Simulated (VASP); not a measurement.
# Ba3Ta5 (Im-3m) in VASP: single point with PBE

Aim: the single point of Ba3Ta5 with PBE.

Program: VASP 6.6.1. These are calculated values, not measurements. Logs are shortened: lines on timing, memory, paths and dates and some standing lists are left out, and cuts for length are marked.

## 1. The cell of the first run

It takes space group Im-3m (No. 229, cubic). Conventional cell: a = 7.223 Å, b = 7.223 Å, c = 7.223 Å, α = 90.00°, β = 90.00°, γ = 90.00°. Ba (site symmetry 4/mmm) has 10 Ta at 3.13 to 3.61 Å and 4 Ba at 3.61 Å within 4.1 Å. Ta (site symmetry m-3m) has 8 Ta at 3.13 Å and 6 Ba at 3.61 Å within 4.1 Å. Within 4.1 Å of Ta (site symmetry -3m) lie 6 Ba at 3.13 Å and 8 Ta at 3.13 to 3.61 Å.

## 2. Single point, PBE

Contents of INCAR:

```
PREC = Accurate
ENCUT = 520
EDIFF = 1E-6
ISMEAR = 0
SIGMA = 0.1
LREAL = F
LASPH = T
NELM = 60
ALGO = Normal
ISIF = 2
LWAVE = F
LCHARG = T
GGA = PE
LELF = T
LVHAR = T
NBANDS = 52
```

Contents of KPOINTS:

```
Automatic mesh
0
Gamma
  4 4 4
```

Contents of POSCAR:

```
Ba3Ta5
1.0
   -3.6114128800      3.6114128800      3.6114128800
    3.6114128800     -3.6114128800      3.6114128800
    3.6114128800      3.6114128800     -3.6114128800
Ba Ta
3 5
Direct
    0.0000000000      0.5000000000      0.5000000000
    0.5000000000      0.5000000000      0.0000000000
    0.5000000000      0.0000000000      0.5000000000
    0.0000000000      0.0000000000      0.0000000000
    0.0000000000      0.0000000000      0.5000000000
    0.0000000000      0.5000000000      0.0000000000
    0.5000000000      0.0000000000      0.0000000000
    0.5000000000      0.5000000000      0.5000000000
```

Potentials or basis: VASP PAW PBE potentials, release 64 (Ba_sv, Ta_pv).

On the command line:

```bash
> cat potpaw_PBE.64/Ba_sv/POTCAR potpaw_PBE.64/Ta_pv/POTCAR > POTCAR
> mpirun -np 1 vasp_std > vasp.out
```

OUTCAR:

```text
PREC = Accurate
   ENCUT = 520
   EDIFF = 1E-6
   ISMEAR = 0
   LREAL = F
   LASPH = T
   NELM = 60
   ISIF = 2
   GGA = PE

 ion  position               nearest neighbor table
   1  0.000  0.500  0.500-   5 3.13   6 3.13   7 3.13   8 3.13   6 3.13   5 3.13   8 3.13   7 3.13
                             4 3.61   4 3.61   2 3.61   2 3.61   3 3.61   3 3.61
   2  0.500  0.500  0.000-   5 3.13   6 3.13   7 3.13   8 3.13   8 3.13   7 3.13   6 3.13   5 3.13
                             4 3.61   3 3.61   1 3.61   1 3.61   4 3.61   3 3.61
   3  0.500  0.000  0.500-   5 3.13   6 3.13   7 3.13   8 3.13   7 3.13   8 3.13   5 3.13   6 3.13
                             4 3.61   2 3.61   1 3.61   4 3.61   1 3.61   2 3.61
   4  0.000  0.000  0.000-   5 3.13   6 3.13   7 3.13   8 3.13   5 3.13   6 3.13   7 3.13   8 3.13
                             3 3.61   1 3.61   1 3.61   3 3.61   2 3.61   2 3.61
   5  0.000  0.000  0.500-   1 3.13   2 3.13   3 3.13   4 3.13   4 3.13   1 3.13   3 3.13   2 3.13

   6  0.000  0.500  0.000-   1 3.13   2 3.13   3 3.13   4 3.13   1 3.13   4 3.13   2 3.13   3 3.13

   7  0.500  0.000  0.000-   1 3.13   2 3.13   3 3.13   4 3.13   3 3.13   2 3.13   4 3.13   1 3.13

   8  0.500  0.500  0.500-   1 3.13   2 3.13   3 3.13   4 3.13   2 3.13   3 3.13   1 3.13   4 3.13

  LATTYP: Found a body centered cubic cell.
 ALAT       =     7.2228257600

  Lattice vectors:

 A1 = (  -3.6114128800,   3.6114128800,   3.6114128800)
 A2 = (   3.6114128800,  -3.6114128800,   3.6114128800)
 A3 = (   3.6114128800,   3.6114128800,  -3.6114128800)

Analysis of symmetry for initial positions (statically):
=====================================================================
 Subroutine PRICEL returns:
 Original cell was already a primitive cell.

 Routine SETGRP: Setting up the symmetry group for a
 body centered cubic supercell.

 Subroutine GETGRP returns: Found 48 space group operations
 (whereof 48 operations were pure point group operations)
 out of a pool of 48 trial point group operations.

The static configuration has the point symmetry O_h .

Analysis of symmetry for dynamics (positions and initial velocities):
=====================================================================
 Subroutine PRICEL returns:
 Original cell was already a primitive cell.

 Routine SETGRP: Setting up the symmetry group for a
 body centered cubic supercell.

 Subroutine GETGRP returns: Found 48 space group operations
 (whereof 48 operations were pure point group operations)
 out of a pool of 48 trial point group operations.

The dynamic configuration has the point symmetry O_h .

 Subroutine INISYM returns: Found 48 space group operations
 (whereof 48 operations are pure point group operations),
 and found     1 'primitive' translations

----------------------------------------------------------------------------------------

                                     Primitive cell

  volume of cell :     188.4046

  direct lattice vectors                    reciprocal lattice vectors
    -3.611412880  3.611412880  3.611412880     0.000000000  0.138449969  0.138449969
     3.611412880 -3.611412880  3.611412880     0.138449969  0.000000000  0.138449969
     3.611412880  3.611412880 -3.611412880     0.138449969  0.138449969  0.000000000

  length of vectors
     6.255150595  6.255150595  6.255150595     0.195797823  0.195797823  0.195797823

  position of ions in fractional coordinates (direct lattice)
     0.000000000  0.500000000  0.500000000
     0.500000000  0.500000000  0.000000000
     0.500000000  0.000000000  0.500000000
     0.000000000  0.000000000  0.000000000
     0.000000000  0.000000000  0.500000000
     0.000000000  0.500000000  0.000000000
     0.500000000  0.000000000  0.000000000
     0.500000000  0.500000000  0.500000000

  ion indices of the primitive-cell ions
   primitive index   ion index
                 1           1
                 2           2
                 3           3
                 4           4
                 5           5
                 6           6
                 7           7
                 8           8

----------------------------------------------------------------------------------------

 KPOINTS: Automatic mesh

Automatic generation of k-mesh.
 Grid dimensions read from file:
 generate k-points for:    4    4    4

 Generating k-lattice:

  Cartesian coordinates                     Fractional coordinates (reciprocal lattice)
     0.000000000  0.034612492  0.034612492     0.250000000  0.000000000  0.000000000
     0.034612492  0.000000000  0.034612492     0.000000000  0.250000000  0.000000000
     0.034612492  0.034612492  0.000000000     0.000000000  0.000000000  0.250000000

  Length of vectors
     0.048949456  0.048949456  0.048949456

  Shift w.r.t. Gamma in fractional coordinates (k-lattice)
     0.000000000  0.000000000  0.000000000

 Subroutine IBZKPT returns following result:
 ===========================================

 Found      8 irreducible k-points:

 Following reciprocal coordinates:
            Coordinates               Weight
  0.000000  0.000000  0.000000      1.000000
  0.250000  0.000000  0.000000     12.000000
  0.500000  0.000000  0.000000      6.000000
  0.250000  0.250000  0.000000     24.000000
  0.250000  0.250000  0.250000      2.000000
 -0.250000  0.250000  0.250000      6.000000
  0.500000  0.500000  0.250000     12.000000
  0.500000  0.500000  0.500000      1.000000
   k-points           NKPTS =      8   k-points in BZ     NKDIM =      8   number of bands    NBANDS=     52
   number of dos      NEDOS =    301   number of ions     NIONS =      8
   total plane-waves  NPLWV = 110592
   dimension x,y,z NGX =    48 NGY =   48 NGZ =   48
   dimension x,y,z NGXF=    96 NGYF=   96 NGZF=   96
   ions per type =               3   5
   NGX,Y,Z   is equivalent  to a cutoff of  12.76, 12.76, 12.76 a.u.
   NGXF,Y,Z  is equivalent  to a cutoff of  25.51, 25.51, 25.51 a.u.
 SYSTEM =  unknown system
   PREC   = accura    normal or accurate (medium, high low for compatibility)
   ISTART =      0    job   : 0-new  1-cont  2-samecut
   ICHARG =      2    charge: 1-file 2-atom 10-const
   ISPIN  =      1    spin polarized calculation?
   LNONCOLLINEAR =      F non collinear calculations
   LSORBIT =      F    spin-orbit coupling
   LASPH  =      T    aspherical Exc in radial PAW
   ENCUT  =  520.0 eV  38.22 Ry    6.18 a.u.  11.63 11.63 11.63*2*pi/ulx,y,z
   NELM   =     60;   NELMIN=  2; NELMDL= -5     # of ELM steps
   EDIFF  = 0.1E-05   stopping-criterion for ELM
   LREAL  =      F    real-space projection
   EDIFFG = 0.1E-04   stopping-criterion for IOM
   NSW    =      0    number of steps for IOM
   IBRION =     -1    ionic relax: 0-MD 1-quasi-New 2-CG
   NFREE  =      0    steps in history (QN), initial steepest desc. (CG)
   ISIF   =      2    stress and relaxation
   ISYM   =      2    0-nonsym 1-usesym 2-fastsym
   POTIM  = 0.5000    time-step for ionic-motion
   TEBEG  =    0.0;   TEEND  =   0.0 temperature during run
   PSTRESS=    0.0 pullay stress
   NELECT =      85.0000    total number of electrons
   NUPDOWN=      -1.0000    fix difference up-down
   EMIN   =  10.00;   EMAX   =-10.00  energy-range for DOS
   EFERMI =   0.00;   METHOD = LEGACY
   ISMEAR =     0;   SIGMA  =   0.10  broadening in eV -4-tet -1-fermi 0-gaus
   EFERMI_NEDOS =   21; number of points for ismear=-14 and -15
   IALGO  =     38    algorithm
   IMIX   =      4    mixing-type and parameters
     AMIX     =   0.40;   BMIX     =  1.00
     AMIX_MAG =   1.60;   BMIX_MAG =  1.00
  volume/ion in A,a.u.               =      23.55       158.93
  Fermi-wavevector in a.u.,A,eV,Ry     =   1.255598  2.372736 21.449948  1.576527
  Thomas-Fermi vector in A             =   2.389347
   LORBIT       =      0    0 simple, 1 ext, 2 COOP (PROOUT), +10 PAW based schemes
   GGA     = PE    functional components
   LHFCALC =     F    Hartree Fock is set to
   AEXX    =    0.0000 exact exchange contribution
   IVDW    =     0    specifies the selected vdW correction
   LEPSILON=     F    determine dielectric tensor
   LRPA    =     F    only Hartree local field effects (RPA)
 non-spin polarized calculation
 Gauss-broadening in eV      SIGMA  =   0.10
  energy-cutoff  :      520.00
  volume of cell :      188.40
 maximum number of plane-waves:      5091
 NGX is ok and might be reduce to    48
   NGX = 23   NGY = 23   NGZ = 23

 number of electron      85.0000017 magnetization

 Free energy of the ion-electron system (eV)
  ---------------------------------------------------
  ext. energy  EPLUGINS =         0.00000000
  ---------------------------------------------------
  free energy    TOTEN  =       -51.95974984 eV

  energy without entropy =      -51.91343389  energy(sigma->0) =      -51.93659186

 E-fermi :   4.8025     XC(G=0): -11.3019

 val. band max:        4.7856287714   @ k =   0.2500   0.2500   0.2500
 cond. band min:       4.8088936180   @ k =   0.2500   0.2500   0.0000
 fundamental gap:      0.0232648465
 Fermi energy:         4.8024681362

 k-point     1 :       0.0000    0.0000    0.0000
  band No.  band energies     occupation
      1     -29.9743      2.00000
      2     -29.9743      2.00000
      3     -29.9743      2.00000
      4     -29.9543      2.00000
      5     -29.9543      2.00000
      6     -29.9543      2.00000
[... 44 lines left out ...]
     51       7.2470      0.00000
     52       7.5653      0.00000

 k-point     2 :       0.2500    0.0000    0.0000
  band No.  band energies     occupation
      1     -29.9719      2.00000
      2     -29.9716      2.00000
      3     -29.9609      2.00000
      4     -29.9486      2.00000
      5     -29.9464      2.00000
      6     -29.9370      2.00000
[... 44 lines left out ...]
     51       7.0450      0.00000
     52       7.1495      0.00000
[... 273 lines left out ...]
     51       6.1703      0.00000
     52       6.4319      0.00000

 k-point     8 :       0.5000    0.5000    0.5000
  band No.  band energies     occupation
      1     -29.9977      2.00000
      2     -29.9977      2.00000
      3     -29.9436      2.00000
      4     -29.9436      2.00000
      5     -29.9436      2.00000
      6     -29.8930      2.00000
[... 44 lines left out ...]
     51       6.0652      0.00000
     52       6.3269      0.00000

------------------------ aborting loop because EDIFF is reached ----------------------------------------

  FORCE on cell =-STRESS in cart. coord.  units (eV):
  Direction    XX          YY          ZZ          XY          YZ          ZX
  --------------------------------------------------------------------------------------
  -------------------------------------------------------------------------------------
  Total        2.1091090      2.1091090      2.1091090     -0.0000000      0.0000000     -0.0000000
  in kB       17.9356943     17.9356943     17.9356943     -0.0000000      0.0000000     -0.0000000
  external PRESSURE =      17.9356943 kB  Pullay stress =       0.0000000 kB

 VOLUME and BASIS-vectors are now :
 -----------------------------------------------------------------------------
  energy-cutoff  :      520.00
  volume of cell :      188.40
      direct lattice vectors                 reciprocal lattice vectors
    -3.611412880  3.611412880  3.611412880     0.000000000  0.138449969  0.138449969
     3.611412880 -3.611412880  3.611412880     0.138449969  0.000000000  0.138449969
     3.611412880  3.611412880 -3.611412880     0.138449969  0.138449969  0.000000000

 POSITION                                       TOTAL-FORCE (eV/Angst)
 -----------------------------------------------------------------------------------
      3.61141      0.00000      0.00000        -0.000000      0.000000     -0.000000
      0.00000      0.00000      3.61141        -0.000000     -0.000000     -0.000000
      0.00000      3.61141      0.00000         0.000000      0.000000     -0.000000
      0.00000      0.00000      0.00000         0.000000      0.000000     -0.000000
      1.80571      1.80571     -1.80571         0.000000     -0.000000      0.000000
      1.80571     -1.80571      1.80571         0.000000      0.000000      0.000000
     -1.80571      1.80571      1.80571         0.000000      0.000000     -0.000000
      1.80571      1.80571      1.80571        -0.000000     -0.000000     -0.000000
 -----------------------------------------------------------------------------------
    total drift:                                0.000000      0.000000     -0.000000

  FREE ENERGIE OF THE ION-ELECTRON SYSTEM (eV)
  ---------------------------------------------------
  free  energy   TOTEN  =       -51.9597498353 eV

  energy  without entropy=      -51.9134338933  energy(sigma->0) =      -51.93659186
```

Run time: 72 s. Hardware: 1 thread of AMD EPYC 9R45 (Zen 5), shared host; peak memory 0.31 GiB.

Results:

```
Free energy : -51.9597 eV
Pressure    : 1.8 GPa
```

Caveat: spin-orbit coupling is left out, which moves the levels of the heavy elements.
